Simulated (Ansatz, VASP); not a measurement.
# HfN: VASP beside Ansatz

Contents of INCAR:

```
SYSTEM = HfN
ALGO = Normal
EDIFF = 1E-6
ENCUT = 600
GGA_COMPAT = .FALSE.
ISIF = 2
ISMEAR = -1
LASPH = .TRUE.
LCHARG = .TRUE.
LELF = .TRUE.
LREAL = .FALSE.
LVHAR = .TRUE.
LWAVE = .FALSE.
NBANDS = 23
NELM = 120
PREC = Accurate
SIGMA = 0.1
```

KPOINTS

```
k-points
0
G
  8 8 4
  0 0 0
```

Contents of POSCAR:

```
HfN
1.0
    3.1339100000      0.0000000000      0.0000000000
   -1.5669550000      2.7140456732      0.0000000000
    0.0000000000      0.0000000000      5.4167700000
Hf N
2 2
Direct
    0.6666666667      0.3333333333      0.7500000000
    0.3333333333      0.6666666667      0.2500000000
    0.0000000000      0.0000000000      0.0000000000
    0.0000000000      0.0000000000      0.5000000000
```

Input for Ansatz:

```yaml
crystal:
  lattice:
    a: 3.13391
    b: 3.13391
    c: 5.41677
    alpha: 90.0
    beta: 90.0
    gamma: 120.0
  space_group: 194
  atoms:
    - { symbol: Hf, position: [0.6666666666666666, 0.3333333333333333, 0.75] }
    - { symbol: "N", position: [0.0, 0.0, 0.0] }
basis:
  ecutwfc: 700.0
kpoints:
  mp_grid:
    grid: [8, 8, 4]
hamiltonian:
  xc: lda
scf:
  convergence:
    dr2_threshold: 1.0e-09
  occupations:
    method: fermi_dirac
    width: 0.1
output:
  stress: true
```

Alike in both runs: task single point; functional LDA; k mesh 8 × 8 × 4; occupations fermi-dirac, width 0.1 eV; no spin polarisation.

|  | VASP | Ansatz |
| --- | --- | --- |
| version | VASP 6.6.1 | Ansatz 0.2.0 |
| potentials or method | VASP PAW LDA potentials, release 64 (Hf_pv, N), cutoff 600 eV | plane waves, PAW |
| valence electrons in the cell | 30 | 62 |

Ansatz gave:

* pressure (GPa): -8.7

Problem. Estimate VASP's values.

Solution. Pressure (GPa): -9.9.

LDA's correlation is that of Perdew and Zunger in VASP and of Perdew and Wang (1992) in Ansatz. VASP's potentials hold 30 valence electrons a cell and Ansatz's 62, so a difference there can come from the potentials and not from the codes. Ansatz's warnings: stress scf threshold loose.

Spin-orbit coupling is off throughout.
